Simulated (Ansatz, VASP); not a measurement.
TaN: VASP beside Ansatz

```
CELL_PARAMETERS angstrom
0.00000 -2.18744 -2.18744
0.00000 2.18744 -2.18744
4.37489 0.00000 0.00000
ATOMIC_POSITIONS crystal
Ta 0.53558 0.46442 0.00000
Ta 0.96442 0.03558 0.50000
N 0.46091 0.53909 0.50000
N 0.03909 0.96091 0.00000
```

Change from the starting cell: mode 1 frozen in at +0.000 Å and mode 2 at -0.171 Å (largest displacements).

Alike in both runs: task single point; functional PBEsol; k mesh 14 × 14 × 10; occupations gaussian, width 0.15 eV; no spin polarisation.

```csv
,VASP,Ansatz
version,VASP 6.6.1,Ansatz 0.2.0
potentials or method,"VASP PAW PBE potentials, release 64 (Ta_pv, N), cutoff 520 eV","scalar-relativistic, plane waves, PAW"
valence electrons in the cell,32,36
```

```csv
,VASP,Ansatz,Ansatz less VASP
gap on the k mesh at the Fermi level (eV),none,none,-
pressure (GPa),1.4,0.2,-1.20
"traceless stress, the component that is largest in VASP (GPa)",10.24,10.10,-0.142
rms of the force components (eV/Å),0.151,0.159,+0.0080
```

VASP's potentials were made for PBE, not for PBEsol, and Ansatz warns of the same on its side. Atom by atom the forces differ by 0.009 eV/Å (rms over components). A gap of «none» marks a metal or a gap that the smearing closes. The functional is the same, so the differences come from potentials, cutoffs and numerics. VASP's potentials hold 32 valence electrons a cell and Ansatz's 36, so a difference there can come from the potentials and not from the codes.

Spin-orbit coupling is off throughout.
